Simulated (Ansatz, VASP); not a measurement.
## AlP: VASP beside Ansatz

File INCAR:

```
SYSTEM = AlP
PREC     = Accurate       ! precision mode
ENCUT    = 500            ! plane-wave cutoff, eV
EDIFF    = 1E-6           ! SCF threshold, eV
ISMEAR   = 0              ! smearing method
SIGMA    = 0.02           ! smearing width, eV
LREAL    = .False.        ! projectors in reciprocal space
LASPH    = .True.         ! aspherical terms in the spheres
NELM     = 120            ! most SCF steps
ALGO     = Normal         ! electronic algorithm
ISIF     = 2              ! what is computed and relaxed
LWAVE    = .False.        ! write WAVECAR
LCHARG   = .False.        ! write CHGCAR
GGA      = PE             ! functional
NBANDS   = 11             ! bands
GGA_COMPAT= .False.
```

File KPOINTS:

```
Automatic mesh
0
Gamma
  8 8 8
  0 0 0
```

File POSCAR:

```
AlP
1.0
    0.0000000000      2.7127719150      2.7127719150
    2.7127719150      0.0000000000      2.7127719150
    2.7127719150      2.7127719150      0.0000000000
Al P
1 1
Direct
    0.0000000000      0.0000000000      0.0000000000
    0.7500000000      0.7500000000      0.7500000000
```

Input for Ansatz:

```yaml
crystal:
  lattice:
    - [0.0, 2.712771915, 2.712771915]
    - [2.712771915, 0.0, 2.712771915]
    - [2.712771915, 2.712771915, 0.0]
  atoms:
    - { symbol: Al, position: [0.0, 0.0, 0.0] }
    - { symbol: P, position: [0.75, 0.75, 0.75] }
basis:
  ecutwfc: 420
kpoints:
  mp_grid: { grid: [8, 8, 8] }
hamiltonian:
  xc: pbe
scf:
  occupations: { method: gaussian, width: 0.02 }
output:
  forces: true
  stress: true
  eigenvalues: true
```

Alike in both runs: task single point; functional PBE; k mesh 8 × 8 × 8; occupations gaussian, width 0.02 eV; no spin polarisation.

|  | VASP | Ansatz |
| --- | --- | --- |
| version | VASP 6.6.1 | Ansatz 0.2.0 |
| potentials or method | VASP PAW PBE potentials, release 64 (Al, P), cutoff 500 eV | scalar-relativistic, plane waves, PAW |
| valence electrons in the cell | 8 | 8 |

```csv
,VASP,Ansatz,Ansatz less VASP
gap on the k mesh at the Fermi level (eV),1.54,1.54,+0.002
least direct gap on the mesh (eV),3.47,3.47,+0.001
pressure (GPa),4.0,4.1,+0.11
```

The functional is the same, so the differences come from potentials, cutoffs and numerics.
